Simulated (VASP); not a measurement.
Runs of VASP 6.6.1 on Hg. The structure is that of space group Fm-3m (No. 225), or close to it. The cells are those of the table. 

| task | cell | cutoff (eV) | k mesh for the DOS | occupations for the DOS | gap on the mesh (eV) | pressure (GPa) |
| --- | --- | --- | --- | --- | --- | --- |
| single point | a = 3.277 Å, angles 60.0°, 1 atom | 520 | - | - | none | (b) |
| single point | a = 3.309 Å, angles 60.0°, 1 atom | 520 | - | - | none | -0.2 |
| single point | a = 3.140 Å, angles 60.0°, 1 atom | 520 | - | - | none | 5.5 |
| single point | a = 3.243 Å, angles 60.0°, 1 atom | 520 | - | - | none | 0.9 |
| single point | a = 3.210 Å, angles 60.0°, 1 atom | 520 | - | - | none | (a) |
| single point | a = 3.341 Å, angles 60.0°, 1 atom | 520 | - | - | none | -0.7 |
| single point | a = 3.382 Å, angles 60.0°, 1 atom | 520 | - | - | none | -1.1 |
| single point | a = 3.175 Å, angles 60.0°, 1 atom | 520 | - | - | none | 3.5 |
| relaxation of cell and atoms | relaxed from a = 3.277 Å, angles 60.0°, 1 atom | 600 | - | - | none | 0.0 |

Alike in all rows: level PBE+D3(BJ); potentials or basis VASP PAW PBE potentials, release 64 (Hg); no spin polarisation; k mesh 16 × 16 × 16; smearing gaussian 0.1 eV.

Problem. Estimate the missing entries.

Solution. (a) 2.0; (b) 0.3.

Caveats: spin-orbit coupling is left out, which moves the levels of the heavy elements; pairwise dispersion overbinds metals, which lowers pressure and volume.

A k mesh can miss the band edges, and the runs leave out spin-orbit coupling on Hg.

A gap of «none» marks levels without a gap at the run's occupations.
